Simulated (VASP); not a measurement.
A run of VASP 6.6.1:

File INCAR:

```
  PREC = Accurate
  ENCUT = 520
  EDIFF = 1E-6
  ISMEAR = 0
  SIGMA = 0.05
  LREAL = False
  LASPH = True
  NELM = 80
  ALGO = Normal
  ISIF = 2
  LWAVE = False
  LCHARG = True
  GGA = PE
  IVDW = 12
  LELF = True
  LVHAR = True
  NBANDS = 17
```

KPOINTS

```
Automatic mesh
0
Gamma
  10 10 10
```

File POSCAR:

```
SnSe
1.0
    3.3007408740      0.0000000000      0.0000000000
    0.0000000000      3.3007408740      0.0000000000
    0.0000000000      0.0000000000      3.3007408740
Se Sn
1 1
Direct
    0.0000000000      0.0000000000      0.0000000000
    0.5000000000      0.5000000000      0.5000000000
```

Potentials or basis: VASP PAW PBE potentials, release 64 (Se, Sn_d).

The run is started by

```console
$ cat potpaw_PBE.64/Se/POTCAR potpaw_PBE.64/Sn_d/POTCAR > POTCAR
$ mpirun -np 1 vasp_std > vasp.out
```

Hardware: 1 thread of AMD EPYC 7R43 64-Core Processor (Zen 3), with other jobs on the host.

**Question.** How long does it take, and how much memory?

**Answer.** Run time: 31 s on 1 thread of AMD EPYC 7R43 64-Core Processor (Zen 3), with other jobs on the host, peak memory 0.15 GiB. Counts: scf iterations 12, k points 56.
